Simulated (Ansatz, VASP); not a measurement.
**BP: VASP beside Ansatz**

```
B P
1.0
     0.00000    2.26900    2.20093
     2.26900    0.00000    2.20093
     2.26900    2.26900    0.00000
B P
1 1
Direct
  0.00000 0.00000 0.00000
  0.75000 0.75000 0.75000
```

Change from the starting cell: zz strain of -3 %.

Alike in both runs: task single point; functional LDA; k mesh 15 × 15 × 15; occupations fermi-dirac, width 0.05 eV; no spin polarisation.

```csv
,VASP,Ansatz
version,VASP 6.6.1,Ansatz 0.2.0
potentials or method,"VASP PAW LDA potentials, release 64 (B, P), cutoff 520 eV","all-electron LAPW, scalar-relativistic"
```

```tsv
	VASP	Ansatz	Ansatz less VASP
pressure (GPa)	-0.3	-0.2	+0.10
traceless stress, the component that is largest in VASP (GPa)	5.33	5.33	-0.003
```

LDA's correlation is that of Perdew and Zunger in VASP and of Perdew and Wang (1992) in Ansatz. Ansatz ran all-electron here, and VASP with PAW potentials.
